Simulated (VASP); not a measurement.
# P3W4 (Pm-3m) in VASP: a series of runs

P3W4 is run at these levels: PBE; tasks: single point, relaxation of cell and atoms.

All numbers are computed with VASP 6.6.1; they aren't measurements. Logs are shortened: lines on timing, memory, paths and dates and some standing lists are left out, and cuts for length are marked.

**1. The cell of the first run**

The structure is cubic, space group Pm-3m (No. 221). The conventional cell has a = 4.829 Å, b = 4.829 Å, c = 4.829 Å, α = 90.00°, β = 90.00°, γ = 90.00°. Within 3.2 Å of P (site symmetry 4/mmm) lie 6 W at 2.41 Å. W (site symmetry m-3m) has 6 P at 2.41 Å within 3.2 Å. W (site symmetry 4/mmm) has 4 P at 2.41 Å within 3.2 Å.

**2. Single point, PBE**

INCAR

```
SYSTEM = P3W4
  PREC = Accurate
  ENCUT = 520
  EDIFF = 1E-6
  ISMEAR = 0
  SIGMA = 0.1
  LREAL = .False.
  LASPH = .True.
  NELM = 100
  ALGO = Normal
  ISIF = 2
  LWAVE = .False.
  LCHARG = .False.
  GGA = PE
  NBANDS = 44
```

KPOINTS

```
Automatic mesh
0
Gamma
  8 8 8
  0 0 0
```

POSCAR

```
P3W4
1.0
    4.8293319005      0.0000000000      0.0000000000
    0.0000000000      4.8293319005      0.0000000000
    0.0000000000      0.0000000000      4.8293319005
P W
3 4
Direct
    0.5000000000      0.5000000000      0.0000000000
    0.0000000000      0.5000000000      0.5000000000
    0.5000000000      0.0000000000      0.5000000000
    0.5000000000      0.5000000000      0.5000000000
    0.5000000000      0.0000000000      0.0000000000
    0.0000000000      0.5000000000      0.0000000000
    0.0000000000      0.0000000000      0.5000000000
```

Potentials or basis: VASP PAW PBE potentials, release 64 (P, W_sv).

The run is started by

```sh
> cat potpaw_PBE.64/P/POTCAR potpaw_PBE.64/W_sv/POTCAR > POTCAR
> mpirun -np 1 vasp_std > vasp.out
```

OUTCAR:

```text
SYSTEM = P3W4
   PREC = Accurate
   ENCUT = 520
   EDIFF = 1E-6
   ISMEAR = 0
   LREAL = .False.
   LASPH = .True.
   NELM = 100
   ISIF = 2
   GGA = PE

 ion  position               nearest neighbor table
   1  0.500  0.500  0.000-   4 2.41   5 2.41   6 2.41   4 2.41   5 2.41   6 2.41
   2  0.000  0.500  0.500-   4 2.41   6 2.41   7 2.41   6 2.41   7 2.41   4 2.41
   3  0.500  0.000  0.500-   4 2.41   5 2.41   7 2.41   5 2.41   4 2.41   7 2.41
   4  0.500  0.500  0.500-   1 2.41   2 2.41   3 2.41   1 2.41   3 2.41   2 2.41   5 3.41   5 3.41
                             6 3.41   6 3.41   5 3.41   7 3.41   5 3.41   7 3.41   6 3.41   7 3.41
   5  0.500  0.000  0.000-   1 2.41   3 2.41   3 2.41   1 2.41   7 3.41   4 3.41   4 3.41   7 3.41
                             6 3.41   4 3.41   6 3.41   4 3.41   6 3.41   7 3.41   7 3.41   6 3.41
   6  0.000  0.500  0.000-   1 2.41   2 2.41   2 2.41   1 2.41   7 3.41   4 3.41   4 3.41   7 3.41
                             5 3.41   7 3.41   7 3.41   5 3.41   4 3.41   5 3.41   4 3.41   5 3.41
   7  0.000  0.000  0.500-   2 2.41   3 2.41   2 2.41   3 2.41   6 3.41   5 3.41   6 3.41   4 3.41
                             4 3.41   6 3.41   6 3.41   5 3.41   4 3.41   5 3.41   5 3.41   4 3.41

  LATTYP: Found a simple cubic cell.
 ALAT       =     4.8293319005

  Lattice vectors:

 A1 = (   4.8293319005,   0.0000000000,   0.0000000000)
 A2 = (   0.0000000000,   4.8293319005,   0.0000000000)
 A3 = (   0.0000000000,   0.0000000000,   4.8293319005)

Analysis of symmetry for initial positions (statically):
=====================================================================
 Subroutine PRICEL returns:
 Original cell was already a primitive cell.

 Routine SETGRP: Setting up the symmetry group for a
 simple cubic supercell.

 Subroutine GETGRP returns: Found 48 space group operations
 (whereof 48 operations were pure point group operations)
 out of a pool of 48 trial point group operations.

The static configuration has the point symmetry O_h .

Analysis of symmetry for dynamics (positions and initial velocities):
=====================================================================
 Subroutine PRICEL returns:
 Original cell was already a primitive cell.

 Routine SETGRP: Setting up the symmetry group for a
 simple cubic supercell.

 Subroutine GETGRP returns: Found 48 space group operations
 (whereof 48 operations were pure point group operations)
 out of a pool of 48 trial point group operations.

The dynamic configuration has the point symmetry O_h .

 Subroutine INISYM returns: Found 48 space group operations
 (whereof 48 operations are pure point group operations),
 and found     1 'primitive' translations

----------------------------------------------------------------------------------------

                                     Primitive cell

  volume of cell :     112.6318

  direct lattice vectors                    reciprocal lattice vectors
     4.829331900  0.000000000  0.000000000     0.207067980  0.000000000  0.000000000
     0.000000000  4.829331900  0.000000000     0.000000000  0.207067980  0.000000000
     0.000000000  0.000000000  4.829331900     0.000000000  0.000000000  0.207067980

  length of vectors
     4.829331900  4.829331900  4.829331900     0.207067980  0.207067980  0.207067980

  position of ions in fractional coordinates (direct lattice)
     0.500000000  0.500000000  0.000000000
     0.000000000  0.500000000  0.500000000
     0.500000000  0.000000000  0.500000000
     0.500000000  0.500000000  0.500000000
     0.500000000  0.000000000  0.000000000
     0.000000000  0.500000000  0.000000000
     0.000000000  0.000000000  0.500000000

  ion indices of the primitive-cell ions
   primitive index   ion index
                 1           1
                 2           2
                 3           3
                 4           4
                 5           5
                 6           6
                 7           7

----------------------------------------------------------------------------------------

 KPOINTS: Automatic mesh

Automatic generation of k-mesh.
 Grid dimensions read from file:
 generate k-points for:    8    8    8

 Generating k-lattice:

  Cartesian coordinates                     Fractional coordinates (reciprocal lattice)
     0.025883497  0.000000000  0.000000000     0.125000000  0.000000000  0.000000000
     0.000000000  0.025883497  0.000000000     0.000000000  0.125000000  0.000000000
     0.000000000  0.000000000  0.025883497     0.000000000  0.000000000  0.125000000

  Length of vectors
     0.025883497  0.025883497  0.025883497

  Shift w.r.t. Gamma in fractional coordinates (k-lattice)
     0.000000000  0.000000000  0.000000000

 Subroutine IBZKPT returns following result:
 ===========================================

 Found     35 irreducible k-points:

 Following reciprocal coordinates:
            Coordinates               Weight
  0.000000  0.000000  0.000000      1.000000
  0.125000  0.000000  0.000000      6.000000
  0.250000  0.000000  0.000000      6.000000
  0.375000  0.000000  0.000000      6.000000
  0.500000  0.000000  0.000000      3.000000
  0.125000  0.125000  0.000000     12.000000
[... 16 lines left out ...]
  0.375000  0.375000  0.125000     24.000000
  0.500000  0.375000  0.125000     24.000000
 [... further k-points ...]
   k-points           NKPTS =     35   k-points in BZ     NKDIM =     35   number of bands    NBANDS=     44
   number of dos      NEDOS =    301   number of ions     NIONS =      7
   total plane-waves  NPLWV =  46656
   dimension x,y,z NGX =    36 NGY =   36 NGZ =   36
   dimension x,y,z NGXF=    72 NGYF=   72 NGZF=   72
   ions per type =               3   4
   NGX,Y,Z   is equivalent  to a cutoff of  12.39, 12.39, 12.39 a.u.
   NGXF,Y,Z  is equivalent  to a cutoff of  24.79, 24.79, 24.79 a.u.
 SYSTEM =  P3W4
   PREC   = accura    normal or accurate (medium, high low for compatibility)
   ISTART =      0    job   : 0-new  1-cont  2-samecut
   ICHARG =      2    charge: 1-file 2-atom 10-const
   ISPIN  =      1    spin polarized calculation?
   LNONCOLLINEAR =      F non collinear calculations
   LSORBIT =      F    spin-orbit coupling
   LASPH  =      T    aspherical Exc in radial PAW
   ENCUT  =  520.0 eV  38.22 Ry    6.18 a.u.   8.98  8.98  8.98*2*pi/ulx,y,z
   NELM   =    100;   NELMIN=  2; NELMDL= -5     # of ELM steps
   EDIFF  = 0.1E-05   stopping-criterion for ELM
   LREAL  =      F    real-space projection
   EDIFFG = 0.1E-04   stopping-criterion for IOM
   NSW    =      0    number of steps for IOM
   IBRION =     -1    ionic relax: 0-MD 1-quasi-New 2-CG
   NFREE  =      0    steps in history (QN), initial steepest desc. (CG)
   ISIF   =      2    stress and relaxation
   ISYM   =      2    0-nonsym 1-usesym 2-fastsym
   POTIM  = 0.5000    time-step for ionic-motion
   TEBEG  =    0.0;   TEEND  =   0.0 temperature during run
   PSTRESS=    0.0 pullay stress
   NELECT =      71.0000    total number of electrons
   NUPDOWN=      -1.0000    fix difference up-down
   EMIN   =  10.00;   EMAX   =-10.00  energy-range for DOS
   EFERMI =   0.00;   METHOD = LEGACY
   ISMEAR =     0;   SIGMA  =   0.10  broadening in eV -4-tet -1-fermi 0-gaus
   EFERMI_NEDOS =   21; number of points for ismear=-14 and -15
   IALGO  =     38    algorithm
   IMIX   =      4    mixing-type and parameters
     AMIX     =   0.40;   BMIX     =  1.00
     AMIX_MAG =   1.60;   BMIX_MAG =  1.00
  volume/ion in A,a.u.               =      16.09       108.58
  Fermi-wavevector in a.u.,A,eV,Ry     =   1.403699  2.652606 26.808511  1.970370
  Thomas-Fermi vector in A             =   2.526334
   LORBIT       =      0    0 simple, 1 ext, 2 COOP (PROOUT), +10 PAW based schemes
   GGA     = PE    functional components
   LHFCALC =     F    Hartree Fock is set to
   AEXX    =    0.0000 exact exchange contribution
   IVDW    =     0    specifies the selected vdW correction
   LEPSILON=     F    determine dielectric tensor
   LRPA    =     F    only Hartree local field effects (RPA)
 non-spin polarized calculation
 Gauss-broadening in eV      SIGMA  =   0.10
  energy-cutoff  :      520.00
  volume of cell :      112.63
 maximum number of plane-waves:      3060
 NGX is ok and might be reduce to    36
   NGX = 17   NGY = 17   NGZ = 17

 number of electron      70.9999973 magnetization

 Free energy of the ion-electron system (eV)
  ---------------------------------------------------
  ext. energy  EPLUGINS =         0.00000000
  ---------------------------------------------------
  free energy    TOTEN  =       -63.54999244 eV

  energy without entropy =      -63.51712409  energy(sigma->0) =      -63.53355827

 E-fermi :  10.1490     XC(G=0): -12.3237

 val. band max:       10.1451523347   @ k =   0.2500   0.2500   0.2500
 cond. band min:      10.1566828252   @ k =   0.3750   0.0000   0.0000
 fundamental gap:      0.0115304905
 Fermi energy:        10.1490025764

 k-point     1 :       0.0000    0.0000    0.0000
  band No.  band energies     occupation
      1     -64.7121      2.00000
      2     -64.3044      2.00000
      3     -64.2960      2.00000
      4     -64.2960      2.00000
      5     -29.0365      2.00000
      6     -29.0365      2.00000
[... 36 lines left out ...]
     43      11.6222      0.00000
     44      11.6222      0.00000

 k-point     2 :       0.1250    0.0000    0.0000
  band No.  band energies     occupation
      1     -64.7121      2.00000
      2     -64.3041      2.00000
      3     -64.2963      2.00000
      4     -64.2960      2.00000
      5     -29.0354      2.00000
      6     -29.0354      2.00000
[... 36 lines left out ...]
     43      11.6704      0.00000
     44      11.7902      0.00000

 k-point     3 :       0.2500    0.0000    0.0000
  band No.  band energies     occupation
      1     -64.7121      2.00000
      2     -64.3034      2.00000
      3     -64.2971      2.00000
      4     -64.2960      2.00000
      5     -29.0327      2.00000
      6     -29.0327      2.00000
[... 976 lines left out ...]
     43      12.6199      0.00000
     44      13.0462      0.00000

 k-point    24 :       0.5000    0.3750    0.1250
  band No.  band energies     occupation
      1     -64.7120      2.00000
      2     -64.2998      2.00000
      3     -64.2988      2.00000
      4     -64.2978      2.00000
      5     -29.0397      2.00000
      6     -29.0393      2.00000
[... 36 lines left out ...]
     43      12.5442      0.00000
     44      13.1681      0.00000

 [... further k-points ...]

------------------------ aborting loop because EDIFF is reached ----------------------------------------

  FORCE on cell =-STRESS in cart. coord.  units (eV):
  Direction    XX          YY          ZZ          XY          YZ          ZX
  --------------------------------------------------------------------------------------
  -------------------------------------------------------------------------------------
  Total        0.0657238      0.0657238      0.0657238     -0.0000000      0.0000000      0.0000000
  in kB        0.9349156      0.9349156      0.9349156     -0.0000000      0.0000000      0.0000000
  external PRESSURE =       0.9349156 kB  Pullay stress =       0.0000000 kB

 VOLUME and BASIS-vectors are now :
 -----------------------------------------------------------------------------
  energy-cutoff  :      520.00
  volume of cell :      112.63
      direct lattice vectors                 reciprocal lattice vectors
     4.829331900  0.000000000  0.000000000     0.207067980  0.000000000  0.000000000
     0.000000000  4.829331900  0.000000000     0.000000000  0.207067980  0.000000000
     0.000000000  0.000000000  4.829331900     0.000000000  0.000000000  0.207067980

 POSITION                                       TOTAL-FORCE (eV/Angst)
 -----------------------------------------------------------------------------------
      2.41467      2.41467      0.00000         0.000000      0.000000      0.000000
      0.00000      2.41467      2.41467         0.000000      0.000000      0.000000
      2.41467      0.00000      2.41467         0.000000      0.000000      0.000000
      2.41467      2.41467      2.41467         0.000000      0.000000      0.000000
      2.41467      0.00000      0.00000         0.000000      0.000000      0.000000
      0.00000      2.41467      0.00000         0.000000      0.000000      0.000000
      0.00000      0.00000      2.41467         0.000000      0.000000      0.000000
 -----------------------------------------------------------------------------------
    total drift:                                0.000000      0.000000     -0.000000

  FREE ENERGIE OF THE ION-ELECTRON SYSTEM (eV)
  ---------------------------------------------------
  free  energy   TOTEN  =       -63.5499924446 eV

  energy  without entropy=      -63.5171240886  energy(sigma->0) =      -63.53355827
```

Wall time 60 s (1 thread of Intel Xeon 6975P-C (Granite Rapids), shared host); peak memory 0.28 GiB.

Results:

| Quantity | Value |
| --- | --- |
| Free energy | -63.5500 eV |
| Pressure | 0.1 GPa |

Levels at points of the mesh, in eV from the Fermi level:
| k point | band 33 | band 34 | band 35 | band 36 | band 37 | band 38 | band 39 | band 40 |
| --- | --- | --- | --- | --- | --- | --- | --- | --- |
| (0.00, 0.00, 0.00) | -1.79 | -1.79 | -1.16 | -1.16 | -1.16 | -0.61 | -0.04 | -0.04 |
| (0.50, 0.00, 0.00) | -1.03 | -1.03 | -0.70 | -0.21 | 0.44 | 0.65 | 0.65 | 0.86 |
| (0.50, 0.50, 0.00) | -0.64 | -0.28 | -0.28 | -0.04 | 0.64 | 0.73 | 1.02 | 1.02 |
| (0.50, 0.50, 0.50) | 0.64 | 0.64 | 0.70 | 0.70 | 0.70 | 1.18 | 1.18 | 1.18 |

Caveat: spin-orbit coupling is left out, which moves the levels of the heavy elements.

(Part 1 of 2 ends here.)
